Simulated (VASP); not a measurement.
Wanted: the native input for a VASP 6.6.1 run.

```yaml
Task: single point
Functional: r2SCAN
Potentials_or_basis: VASP PAW PBE potentials, release 64 (Ir)
Cutoff: 520 eV
k_mesh: 18 × 18 × 12
Occupations: gaussian, width 0.15 eV
Spin: no spin polarisation
Dipole_correction: no
Further_INCAR_settings: ALGO = Normal; EDIFF = 1e-07; NBANDS = 16
```

Ir:

```
CELL_PARAMETERS angstrom
2.86143 0.00000 0.00000
-1.43072 2.47807 0.00000
0.00000 0.00000 4.46229
ATOMIC_POSITIONS crystal
Ir 0.66667 0.33333 0.75000
Ir 0.33333 0.66667 0.25000
```

This cell differs from its parent crystal: strain +0.040 along x and y, +0.000 along z.

The input as run:

POSCAR

```
Ir
1.0
    2.8614330104      0.0000000000      0.0000000000
   -1.4307165052      2.4780736782      0.0000000000
    0.0000000000      0.0000000000      4.4622900000
Ir
2
Direct
    0.6666666667      0.3333333333      0.7500000000
    0.3333333333      0.6666666667      0.2500000000
```

INCAR.step1

```
SYSTEM = Ir
PREC     = Accurate       ! precision mode
ENCUT    = 520            ! plane-wave cutoff, eV
ISMEAR   = 0              ! smearing method
SIGMA    = 0.15           ! smearing width, eV
LREAL    = .FALSE.        ! projectors in reciprocal space
LASPH    = .TRUE.         ! aspherical terms in the spheres
NELM     = 100            ! most SCF steps
NBANDS   = 16             ! bands
GGA      = PE             ! functional
ALGO     = Normal         ! electronic algorithm
EDIFF    = 1E-4           ! SCF threshold, eV
LWAVE    = .TRUE.         ! write WAVECAR
LCHARG   = .FALSE.        ! write CHGCAR
```

INCAR.step2

```
SYSTEM = Ir
PREC     = Accurate       ! precision mode
ENCUT    = 520            ! plane-wave cutoff, eV
EDIFF    = 1E-7           ! SCF threshold, eV
ISMEAR   = 0              ! smearing method
SIGMA    = 0.15           ! smearing width, eV
LREAL    = .FALSE.        ! projectors in reciprocal space
LASPH    = .TRUE.         ! aspherical terms in the spheres
NELM     = 100            ! most SCF steps
ALGO     = Normal         ! electronic algorithm
ISIF     = 2              ! what is computed and relaxed
LWAVE    = .FALSE.        ! write WAVECAR
LCHARG   = .FALSE.        ! write CHGCAR
METAGGA  = R2SCAN         ! meta-GGA
LMIXTAU  = .TRUE.       
NBANDS   = 16             ! bands
ISTART   = 1
```

KPOINTS

```
Automatic mesh
0
G
  18 18 12
  0 0 0
```

Potentials or basis: VASP PAW PBE potentials, release 64 (Ir).

Launch:

```sh
$ cat potpaw_PBE.64/Ir/POTCAR > POTCAR
$ cp INCAR.step1 INCAR
$ mpirun -np 1 vasp_std > vasp.out
$ cp INCAR.step2 INCAR
$ mpirun -np 1 vasp_std > vasp.out
```

It gave:

```
Pressure               : -27.5 GPa
Band gap on the k mesh : zero (bands 9 and 10 overlap by 2.84 eV)
```

Caveat: the cell differs from its parent crystal (strain +0.040 along x and y, +0.000 along z); the stress differs along the axes, from -30 to -22 GPa; the PAW data sets were made with another functional, which shifts forces and pressure a little; spin-orbit coupling is left out, which moves the levels of the heavy elements.

Run time: 8.5 min on 1 thread of Intel Xeon 8259CL, on a shared host, peak memory 0.22 GiB.
